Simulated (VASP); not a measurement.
Wanted: the native input for a VASP 6.6.1 run.

```
Task                   : single point
Functional             : r2SCAN
Potentials or basis    : VASP PAW PBE potentials, release 64 (Al)
Cutoff                 : 520 eV
k mesh                 : 9 × 9 × 13
Occupations            : fermi-dirac, width 0.1 eV
Spin                   : no spin polarisation
Dipole correction      : no
Further INCAR settings : ALGO = Normal; EDIFF = 1e-07; NBANDS = 12
```

Crystal: Al.

```
Al
1.0
     4.45592    0.00000    0.00000
    -2.22796    3.85894    0.00000
     0.00000    0.00000    2.76348
Al
3
Direct
  0.00000 0.00000 0.00000
  0.33333 0.66667 0.50000
  0.66667 0.33333 0.50000
```

This isn't the form of Al at room conditions, which is fcc.

One way to write it, as run:

POSCAR

```
Al
1.0
    4.4559165805      0.0000000000      0.0000000000
   -2.2279582903      3.8589369559      0.0000000000
    0.0000000000      0.0000000000      2.7634806234
Al
3
Direct
    1.0000000000      1.0000000000      0.0000000000
    0.3333333333      0.6666666667      0.5000000000
    0.6666666667      0.3333333333      0.5000000000
```

INCAR.step1

```
SYSTEM = Al
PREC     = Accurate       ! precision mode
ENCUT    = 520            ! plane-wave cutoff, eV
ISMEAR   = -1             ! smearing method
SIGMA    = 0.1            ! smearing width, eV
LREAL    = .False.        ! projectors in reciprocal space
LASPH    = .True.         ! aspherical terms in the spheres
NELM     = 60             ! most SCF steps
NBANDS   = 12             ! bands
GGA      = PE             ! functional
ALGO     = Normal         ! electronic algorithm
EDIFF    = 1E-4           ! SCF threshold, eV
LWAVE    = .True.         ! write WAVECAR
LCHARG   = .False.        ! write CHGCAR
```

INCAR.step2

```
SYSTEM = Al
PREC     = Accurate       ! precision mode
ENCUT    = 520            ! plane-wave cutoff, eV
EDIFF    = 1E-7           ! SCF threshold, eV
ISMEAR   = -1             ! smearing method
SIGMA    = 0.1            ! smearing width, eV
LREAL    = .False.        ! projectors in reciprocal space
LASPH    = .True.         ! aspherical terms in the spheres
NELM     = 60             ! most SCF steps
ALGO     = Normal         ! electronic algorithm
ISIF     = 2              ! what is computed and relaxed
LWAVE    = .False.        ! write WAVECAR
LCHARG   = .False.        ! write CHGCAR
METAGGA  = R2SCAN         ! meta-GGA
LMIXTAU  = .True.       
NBANDS   = 12             ! bands
ISTART   = 1
```

KPOINTS

```
regular mesh
0
Gamma
  9 9 13
  0 0 0
```

Potentials or basis: VASP PAW PBE potentials, release 64 (Al).

Launch:

```console
$ cat potpaw_PBE.64/Al/POTCAR > POTCAR
$ cp INCAR.step1 INCAR
$ mpirun -np 1 vasp_std > vasp.out
$ cp INCAR.step2 INCAR
$ mpirun -np 1 vasp_std > vasp.out
```

Results of the run:

- Pressure: 3.2 GPa
- Band gap on the k mesh: zero (an odd number of electrons rules out a gap without spin polarisation)

Caveat: the cell stands under pressure; the PAW data sets were made with another functional, which shifts forces and pressure a little.

Run time: 3.7 min on 1 thread of Intel Xeon 8259CL (shared host), peak memory 0.19 GiB.
